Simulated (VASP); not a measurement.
## TiB2: single point with r2SCAN

The system is TiB2.

```
Ti B
1.0
     2.99863    0.00000    0.00000
    -1.49931    2.59689    0.00000
     0.00000    0.00000    3.18035
Ti B
1 2
Direct
  0.00000 0.00000 0.00000
  0.33333 0.66667 0.50000
  0.66667 0.33333 0.50000
```

```yaml
Program: VASP 6.6.1
Task: single point
Functional: r2SCAN
Potentials_or_basis: VASP PAW PBE potentials, release 64 (Ti_sv, B)
Cutoff: 520 eV
k_mesh: 15 × 15 × 14
Occupations: gaussian, width 0.1 eV
Spin: no spin polarisation
Dipole_correction: no
Further_INCAR_settings: ALGO = Normal; EDIFF = 1e-06; NBANDS = 16
```

```yaml
Pressure: 9.2 GPa
Band_gap_on_the_k_mesh: zero (bands 9 and 10 overlap by 0.66 eV)
```

Stress tensor (GPa, compression positive):
```
9.13 0.00 0.00
0.00 9.13 0.00
0.00 0.00 9.44
```

Levels at points of the mesh, in eV from the Fermi level:
| k point | band 6 | band 7 | band 8 | band 9 | band 10 | band 11 | band 12 | band 13 |
| --- | --- | --- | --- | --- | --- | --- | --- | --- |
| (0.00, 0.00, 0.00) | -2.91 | -2.91 | -2.58 | -2.29 | 2.07 | 2.07 | 4.04 | 4.04 |
| (0.00, 0.00, 0.50) | -8.31 | -0.68 | -0.68 | -0.28 | -0.28 | 0.47 | 0.47 | 1.90 |

Wall time 120 s on 1 thread of Intel(R) Xeon(R) Platinum 8488C (Sapphire Rapids), on a shared host, peak memory 0.21 GiB.

Caveat: the cell stands under pressure; the PAW data sets were made with another functional, which shifts forces and pressure a little.
